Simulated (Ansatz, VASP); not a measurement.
## Two plane-wave programs on Bi

```
Bi
1.0
    -1.98143    1.98143    1.98143
     1.98143   -1.98143    1.98143
     1.98143    1.98143   -1.98143
Bi
1
Direct
  0.00000 0.00000 0.00000
```

Alike in both runs: task single point; functional PBE; k mesh 9 × 9 × 9; occupations gaussian, width 0.014 eV; no spin polarisation.

|  | VASP | Ansatz |
| --- | --- | --- |
| version | VASP 6.6.1 | Ansatz 0.2.0 |
| potentials or method | VASP PAW PBE potentials, release 64 (Bi_d) | Ansatz PAW |
| plane-wave cutoff (eV) | 520 | 420 |
| valence electrons in the cell | 15 | 15 |

```tsv
	VASP	Ansatz	Ansatz less VASP
gap on the k mesh at the Fermi level (eV)	none	none	-
pressure (GPa)	0.8	0.8	+0.06
```

A gap of «none» marks a metal or a gap that the smearing closes. The functional is the same, so the differences come from potentials, cutoffs and numerics.

Neither program's run includes spin-orbit coupling.
